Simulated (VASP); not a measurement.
# Zr (Fd-3m) in VASP: a series of runs

The runs below take Zr through single point, relaxation of cell and atoms, with LDA.

Program: VASP 6.6.1. These are calculated values, not measurements. Logs are shortened: lines on timing, memory, paths and dates and some standing lists are left out, and cuts for length are marked.

**1. The cell of the first run**

Symmetry: Fd-3m, No. 227, cubic system. Conventional cell: a = 6.211 Å, b = 6.211 Å, c = 6.211 Å, α = 90.00°, β = 90.00°, γ = 90.00°. Zr (site symmetry -43m) has 4 Zr at 2.69 Å within 3.5 Å.

This isn't the form of Zr at room conditions, which is hcp.

**2. Single point, LDA (29.96 Å³/atom)**

INCAR

```
  PREC = Accurate
  ENCUT = 520
  EDIFF = 1E-6
  ISMEAR = -1
  SIGMA = 0.1
  LREAL = False
  LASPH = True
  NELM = 60
  ALGO = Normal
  ISIF = 2
  LWAVE = False
  LCHARG = True
  GGA = CA
  LELF = True
  LVHAR = True
  NBANDS = 19
```

KPOINTS

```
regular mesh
0
Gamma
  10 10 10
```

POSCAR

```
Zr
1.0
    0.0000000000      3.1057181033      3.1057181033
    3.1057181033      0.0000000000      3.1057181033
    3.1057181033      3.1057181033      0.0000000000
Zr
2
Direct
    0.1250000000      0.1250000000      0.1250000000
    0.8750000000      0.8750000000      0.8750000000
```

Potentials or basis: VASP PAW LDA potentials, release 64 (Zr_sv).

On the command line:

```console
cat potpaw_LDA.64/Zr_sv/POTCAR > POTCAR
mpirun -np 1 vasp_std > vasp.out
```

OUTCAR:

```text
PREC = Accurate
   ENCUT = 520
   EDIFF = 1E-6
   ISMEAR = -1
   LREAL = False
   LASPH = True
   NELM = 60
   ISIF = 2
   GGA = CA

 ion  position               nearest neighbor table
   1  0.125  0.125  0.125-   2 2.69   2 2.69   2 2.69   2 2.69
   2  0.875  0.875  0.875-   1 2.69   1 2.69   1 2.69   1 2.69

  LATTYP: Found a face centered cubic cell.
 ALAT       =     6.2114362066

  Lattice vectors:

 A1 = (   0.0000000000,   3.1057181033,   3.1057181033)
 A2 = (   3.1057181033,   0.0000000000,   3.1057181033)
 A3 = (   3.1057181033,   3.1057181033,   0.0000000000)

Analysis of symmetry for initial positions (statically):
=====================================================================
 Subroutine PRICEL returns:
 Original cell was already a primitive cell.

 Routine SETGRP: Setting up the symmetry group for a
 face centered cubic supercell.

 Subroutine GETGRP returns: Found 48 space group operations
 (whereof 12 operations were pure point group operations)
 out of a pool of 48 trial point group operations.

The static configuration has the point symmetry D_3d.
 The point group associated with its full space group is O_h .

Analysis of symmetry for dynamics (positions and initial velocities):
=====================================================================
 Subroutine PRICEL returns:
 Original cell was already a primitive cell.

 Routine SETGRP: Setting up the symmetry group for a
 face centered cubic supercell.

 Subroutine GETGRP returns: Found 48 space group operations
 (whereof 12 operations were pure point group operations)
 out of a pool of 48 trial point group operations.

The dynamic configuration has the point symmetry D_3d.
 The point group associated with its full space group is O_h .

 Subroutine INISYM returns: Found 48 space group operations
 (whereof 12 operations are pure point group operations),
 and found     1 'primitive' translations

----------------------------------------------------------------------------------------

                                     Primitive cell

  volume of cell :      59.9123

  direct lattice vectors                    reciprocal lattice vectors
     0.000000000  3.105718103  3.105718103    -0.160993362  0.160993362  0.160993362
     3.105718103  0.000000000  3.105718103     0.160993362 -0.160993362  0.160993362
     3.105718103  3.105718103  0.000000000     0.160993362  0.160993362 -0.160993362

  length of vectors
     4.392148663  4.392148663  4.392148663     0.278848683  0.278848683  0.278848683

  position of ions in fractional coordinates (direct lattice)
     0.125000000  0.125000000  0.125000000
     0.875000000  0.875000000  0.875000000

  ion indices of the primitive-cell ions
   primitive index   ion index
                 1           1
                 2           2

----------------------------------------------------------------------------------------

 KPOINTS: regular mesh

Automatic generation of k-mesh.
 Grid dimensions read from file:
 generate k-points for:   10   10   10

 Generating k-lattice:

  Cartesian coordinates                     Fractional coordinates (reciprocal lattice)
    -0.016099336  0.016099336  0.016099336     0.100000000  0.000000000  0.000000000
     0.016099336 -0.016099336  0.016099336     0.000000000  0.100000000  0.000000000
     0.016099336  0.016099336 -0.016099336     0.000000000  0.000000000  0.100000000

  Length of vectors
     0.027884868  0.027884868  0.027884868

  Shift w.r.t. Gamma in fractional coordinates (k-lattice)
     0.000000000  0.000000000  0.000000000

 Subroutine IBZKPT returns following result:
 ===========================================

 Found     47 irreducible k-points:

 Following reciprocal coordinates:
            Coordinates               Weight
  0.000000  0.000000  0.000000      1.000000
  0.100000  0.000000  0.000000      8.000000
  0.200000  0.000000  0.000000      8.000000
  0.300000  0.000000  0.000000      8.000000
  0.400000  0.000000  0.000000      8.000000
  0.500000  0.000000  0.000000      4.000000
[... 16 lines left out ...]
  0.300000  0.300000  0.000000      6.000000
  0.400000  0.300000  0.000000     24.000000
 [... further k-points ...]
   k-points           NKPTS =     47   k-points in BZ     NKDIM =     47   number of bands    NBANDS=     19
   number of dos      NEDOS =    301   number of ions     NIONS =      2
   total plane-waves  NPLWV =  46656
   dimension x,y,z NGX =    36 NGY =   36 NGZ =   36
   dimension x,y,z NGXF=    72 NGYF=   72 NGZF=   72
   ions per type =               2
   NGX,Y,Z   is equivalent  to a cutoff of  13.63, 13.63, 13.63 a.u.
   NGXF,Y,Z  is equivalent  to a cutoff of  27.25, 27.25, 27.25 a.u.
 SYSTEM =  unknown system
   PREC   = accura    normal or accurate (medium, high low for compatibility)
   ISTART =      0    job   : 0-new  1-cont  2-samecut
   ICHARG =      2    charge: 1-file 2-atom 10-const
   ISPIN  =      1    spin polarized calculation?
   LNONCOLLINEAR =      F non collinear calculations
   LSORBIT =      F    spin-orbit coupling
   LASPH  =      T    aspherical Exc in radial PAW
   ENCUT  =  520.0 eV  38.22 Ry    6.18 a.u.   8.17  8.17  8.17*2*pi/ulx,y,z
   NELM   =     60;   NELMIN=  2; NELMDL= -5     # of ELM steps
   EDIFF  = 0.1E-05   stopping-criterion for ELM
   LREAL  =      F    real-space projection
   EDIFFG = 0.1E-04   stopping-criterion for IOM
   NSW    =      0    number of steps for IOM
   IBRION =     -1    ionic relax: 0-MD 1-quasi-New 2-CG
   NFREE  =      0    steps in history (QN), initial steepest desc. (CG)
   ISIF   =      2    stress and relaxation
   ISYM   =      2    0-nonsym 1-usesym 2-fastsym
   POTIM  = 0.5000    time-step for ionic-motion
   TEBEG  =    0.0;   TEEND  =   0.0 temperature during run
   PSTRESS=    0.0 pullay stress
   NELECT =      24.0000    total number of electrons
   NUPDOWN=      -1.0000    fix difference up-down
   EMIN   =  10.00;   EMAX   =-10.00  energy-range for DOS
   EFERMI =   0.00;   METHOD = LEGACY
   ISMEAR =    -1;   SIGMA  =   0.10  broadening in eV -4-tet -1-fermi 0-gaus
   EFERMI_NEDOS =   21; number of points for ismear=-14 and -15
   IALGO  =     38    algorithm
   IMIX   =      4    mixing-type and parameters
     AMIX     =   0.40;   BMIX     =  1.00
     AMIX_MAG =   1.60;   BMIX_MAG =  1.00
  volume/ion in A,a.u.               =      29.96       202.15
  Fermi-wavevector in a.u.,A,eV,Ry     =   1.206813  2.280545 19.815483  1.456397
  Thomas-Fermi vector in A             =   2.342469
   LORBIT       =      0    0 simple, 1 ext, 2 COOP (PROOUT), +10 PAW based schemes
   GGA     = CA    functional components
   LHFCALC =     F    Hartree Fock is set to
   AEXX    =    0.0000 exact exchange contribution
   IVDW    =     0    specifies the selected vdW correction
   LEPSILON=     F    determine dielectric tensor
   LRPA    =     F    only Hartree local field effects (RPA)
 non-spin polarized calculation
  energy-cutoff  :      520.00
  volume of cell :       59.91
 maximum number of plane-waves:      1639
 NGX is ok and might be reduce to    36
   NGX = 17   NGY = 17   NGZ = 17

 number of electron      24.0000000 magnetization

 Free energy of the ion-electron system (eV)
  ---------------------------------------------------
  ext. energy  EPLUGINS =         0.00000000
  ---------------------------------------------------
  free energy    TOTEN  =       -13.87223111 eV

  energy without entropy =      -13.72042940  energy(sigma->0) =      -13.79633026

 E-fermi :   5.6377     XC(G=0):  -9.8605

 val. band max:        5.6247020394   @ k =   0.4000   0.2000   0.0000
 cond. band min:       5.6400943382   @ k =   0.1000   0.0000   0.0000
 fundamental gap:      0.0153922988
 Fermi energy:         5.6376652079

 k-point     1 :       0.0000    0.0000    0.0000
  band No.  band energies     occupation
      1     -42.9664      2.00000
      2     -42.3248      2.00000
      3     -21.4611      2.00000
      4     -21.4611      2.00000
      5     -21.4611      2.00000
      6     -20.3875      2.00000
[... 11 lines left out ...]
     18      11.3179      0.00000
     19      11.3179      0.00000

 k-point     2 :       0.1000    0.0000    0.0000
  band No.  band energies     occupation
      1     -42.9551      2.00000
      2     -42.3369      2.00000
      3     -21.4749      2.00000
      4     -21.4749      2.00000
      5     -21.4610      2.00000
      6     -20.3876      2.00000
[... 11 lines left out ...]
     18      11.2804      0.00000
     19      11.2804      0.00000

 k-point     3 :       0.2000    0.0000    0.0000
  band No.  band energies     occupation
      1     -42.9233      2.00000
      2     -42.3712      2.00000
      3     -21.5092      2.00000
      4     -21.5092      2.00000
      5     -21.4618      2.00000
      6     -20.3869      2.00000
[... 11 lines left out ...]
     18      11.1569      0.00000
     19      11.1569      0.00000

 k-point     4 :       0.3000    0.0000    0.0000
  band No.  band energies     occupation
      1     -42.8774      2.00000
      2     -42.4199      2.00000
      3     -21.5487      2.00000
      4     -21.5487      2.00000
      5     -21.4643      2.00000
      6     -20.3841      2.00000
[... 11 lines left out ...]
     18      10.9184      0.00000
     19      10.9184      0.00000

 k-point     5 :       0.4000    0.0000    0.0000
  band No.  band energies     occupation
      1     -42.8316      2.00000
      2     -42.4681      2.00000
      3     -21.5787      2.00000
      4     -21.5787      2.00000
      5     -21.4675      2.00000
      6     -20.3803      2.00000
[... 11 lines left out ...]
     18      10.5693      0.00000
     19      10.5693      0.00000
[... 334 lines left out ...]
      2     -42.4901      2.00000
      3     -21.6935      2.00000
      4     -21.5901      2.00000
      5     -21.3079      2.00000
      6     -20.5349      2.00000
[... 11 lines left out ...]
     18       9.3321      0.00000
     19      11.3465      0.00000

 k-point    22 :      -0.2000    0.2000    0.0000
  band No.  band energies     occupation
      1     -42.8590      2.00000
      2     -42.4394      2.00000
      3     -21.6449      2.00000
      4     -21.5501      2.00000
      5     -21.3651      2.00000
      6     -20.4800      2.00000
[... 11 lines left out ...]
     18       9.9550      0.00000
     19      11.4910      0.00000

 k-point    23 :       0.3000    0.3000    0.0000
  band No.  band energies     occupation
      1     -42.8381      2.00000
      2     -42.4613      2.00000
      3     -21.6421      2.00000
      4     -21.6421      2.00000
      5     -21.2431      2.00000
      6     -20.6193      2.00000
[... 11 lines left out ...]
     18       9.4392      0.00000
     19      11.4589      0.00000

 k-point    24 :       0.4000    0.3000    0.0000
  band No.  band energies     occupation
      1     -42.7928      2.00000
      2     -42.5085      2.00000
      3     -21.6813      2.00000
      4     -21.6701      2.00000
      5     -21.1785      2.00000
      6     -20.6828      2.00000
[... 11 lines left out ...]
     18       9.2332      0.00000
     19      11.3137      0.00000

 [... further k-points ...]

------------------------ aborting loop because EDIFF is reached ----------------------------------------

  FORCE on cell =-STRESS in cart. coord.  units (eV):
  Direction    XX          YY          ZZ          XY          YZ          ZX
  --------------------------------------------------------------------------------------
  -------------------------------------------------------------------------------------
  Total       -1.0157921     -1.0157921     -1.0157921      0.0000000      0.0000000     -0.0000000
  in kB      -27.1643490    -27.1643490    -27.1643490      0.0000000      0.0000000     -0.0000000
  external PRESSURE =     -27.1643490 kB  Pullay stress =       0.0000000 kB

 VOLUME and BASIS-vectors are now :
 -----------------------------------------------------------------------------
  energy-cutoff  :      520.00
  volume of cell :       59.91
      direct lattice vectors                 reciprocal lattice vectors
     0.000000000  3.105718103  3.105718103    -0.160993362  0.160993362  0.160993362
     3.105718103  0.000000000  3.105718103     0.160993362 -0.160993362  0.160993362
     3.105718103  3.105718103  0.000000000     0.160993362  0.160993362 -0.160993362

 POSITION                                       TOTAL-FORCE (eV/Angst)
 -----------------------------------------------------------------------------------
      0.77643      0.77643      0.77643        -0.000000     -0.000000     -0.000000
      5.43501      5.43501      5.43501         0.000000      0.000000      0.000000
 -----------------------------------------------------------------------------------
    total drift:                               -0.000000      0.000000      0.000000

  FREE ENERGIE OF THE ION-ELECTRON SYSTEM (eV)
  ---------------------------------------------------
  free  energy   TOTEN  =       -13.8722311145 eV

  energy  without entropy=      -13.7204293988  energy(sigma->0) =      -13.79633026
```

Run time: 48 s. Hardware: 1 thread of Intel Xeon Platinum 8375C at 2.90GHz (Ice Lake), shared host; peak memory 0.19 GiB.

What came out:

```
Free energy            : -13.8722 eV
Pressure               : -2.7 GPa
Band gap on the k mesh : zero (bands 12 and 13 overlap by 0.24 eV)
```

Levels at points of the mesh, in eV from the Fermi level:
```tsv
k point	band 8	band 9	band 10	band 11	band 12	band 13	band 14	band 15	band 16	band 17
(0.00, 0.00, 0.00)	-26.03	-4.09	-0.88	-0.88	0.02	0.02	0.02	2.18	2.18	2.18
(0.50, 0.00, 0.00)	-25.88	-1.64	-1.13	-0.75	-0.75	-0.16	-0.16	0.82	3.31	3.31
(0.50, 0.50, 0.00)	-25.73	-1.84	-1.84	-0.08	-0.08	0.42	0.42	1.76	1.76	4.59
```

**3. Single point, LDA (31.07 Å³/atom)**

This run uses another cell than the first one, of 31.07 Å³/atom.

INCAR

```
SYSTEM = Zr
ALGO = Normal
EDIFF = 1E-6
ENCUT = 520
ISIF = 2
ISMEAR = -1
LASPH = .True.
LCHARG = .False.
LREAL = .False.
LWAVE = .False.
NBANDS = 19
NELM = 80
PREC = Accurate
SIGMA = 0.1
```

KPOINTS

```
k-points
0
Gamma
  10 10 10
  0 0 0
```

POSCAR

```
Zr
1.0
    0.0000000000      3.1435964474      3.1435964474
    3.1435964474      0.0000000000      3.1435964474
    3.1435964474      3.1435964474      0.0000000000
Zr
2
Direct
    0.1250000000      0.1250000000      0.1250000000
    0.8750000000      0.8750000000      0.8750000000
```

Potentials or basis: VASP PAW LDA potentials, release 64 (Zr_sv).

On the command line:

```console
cat potpaw_LDA.64/Zr_sv/POTCAR > POTCAR
mpirun -np 1 vasp_std > vasp.out
```

Wall time 39 s (1 thread of Intel Xeon Platinum 8375C at 2.90GHz (Ice Lake), shared host); peak memory 0.19 GiB.

Results (log left out):

```
Free energy            : -13.8277 eV
Pressure               : -3.8 GPa
Band gap on the k mesh : zero (bands 12 and 13 overlap by 0.21 eV)
```

Levels at points of the mesh, in eV from the Fermi level:
```
           k point  band 8  band 9  band 10  band 11  band 12  band 13  band 14  band 15  band 16  band 17
(0.00, 0.00, 0.00)  -26.09   -4.04    -0.80    -0.80     0.01     0.01     0.01     2.11     2.11     2.11
(0.50, 0.00, 0.00)  -25.96   -1.68    -1.04    -0.69    -0.69    -0.13    -0.13     0.72     3.18     3.18
(0.50, 0.50, 0.00)  -25.83   -1.73    -1.73    -0.06    -0.06     0.29     0.29     1.74     1.74     4.41
```

Caveat: the cell stands under tension.

**4. Relaxation of cell and atoms, LDA**

This run uses another cell than the first one, of 31.43 Å³/atom.

INCAR

```
SYSTEM = Zr
  ALGO = Normal
  EDIFF = 1E-7
  EDIFFG = -0.01
  ENCUT = 600
  GGA = CA
  IBRION = 2
  ISIF = 3
  ISMEAR = -1
  LASPH = .True.
  LCHARG = .False.
  LREAL = .False.
  LWAVE = .False.
  NELM = 60
  NSW = 80
  PREC = Accurate
  SIGMA = 0.1
```

KPOINTS

```
k-points
0
Gamma
  9 9 9
  0 0 0
```

POSCAR

```
Zr
1.0
    0.0000000000      3.1558057739      3.1558057739
    3.1558057739      0.0000000000      3.1558057739
    3.1558057739      3.1558057739      0.0000000000
Zr
2
Direct
    0.1250000000      0.1250000000      0.1250000000
    0.8750000000      0.8750000000      0.8750000000
```

On the command line:

```console
cat potpaw_LDA.64/Zr_sv/POTCAR > POTCAR
mpirun -np 1 vasp_std > vasp.out
```

Wall time 78 s (1 thread of Intel Xeon Platinum 8375C at 2.90GHz (Ice Lake), shared host); peak memory 0.19 GiB.

Results (log left out):

| Item | Value |
| --- | --- |
| Free energy | -13.9116 eV |
| Relaxed volume | 27.82 Å³/atom |
| Relaxed cell | a = 4.285 Å, b = 4.285 Å, c = 4.285 Å, α = 60.00°, β = 60.00°, γ = 60.00° |
| Space group after relaxing (to 0.1 Å) | Fd-3m (No. 227) |
| Energy gained by relaxing | 50.4 meV/atom |
| Ionic steps | 3 |
| Pressure after relaxing | 0.0 GPa |
| Band gap on the k mesh | zero (bands 12 and 13 overlap by 0.26 eV) |

The path:
| step | energy change (eV) | largest force (eV/Å) | pressure (GPa) | volume (Å³) |
| --- | --- | --- | --- | --- |
| 1 | 0.0000 | 0.0000 | -4.15 | 62.86 |
| 2 | -0.1008 | 0.0000 | -0.07 | 55.74 |
| 3 | -0.1008 | 0.0000 | 0.00 | 55.65 |

Final structure:
```xyz
2
Lattice="0.0000 3.0302 3.0302 3.0302 0.0000 3.0302 3.0302 3.0302 0.0000" Properties=species:S:1:pos:R:3 pbc="T T T"
Zr    0.7576    0.7576    0.7576
Zr    5.3029    5.3029    5.3029
```

Levels at points of the mesh, in eV from the Fermi level:
| k point | band 8 | band 9 | band 10 | band 11 | band 12 | band 13 | band 14 | band 15 | band 16 |
| --- | --- | --- | --- | --- | --- | --- | --- | --- | --- |
| (0.00, 0.00, 0.00) | -25.90 | -4.20 | -1.06 | -1.06 | 0.03 | 0.03 | 0.03 | 2.34 | 2.34 |

(Part 1 of 2 ends here.)
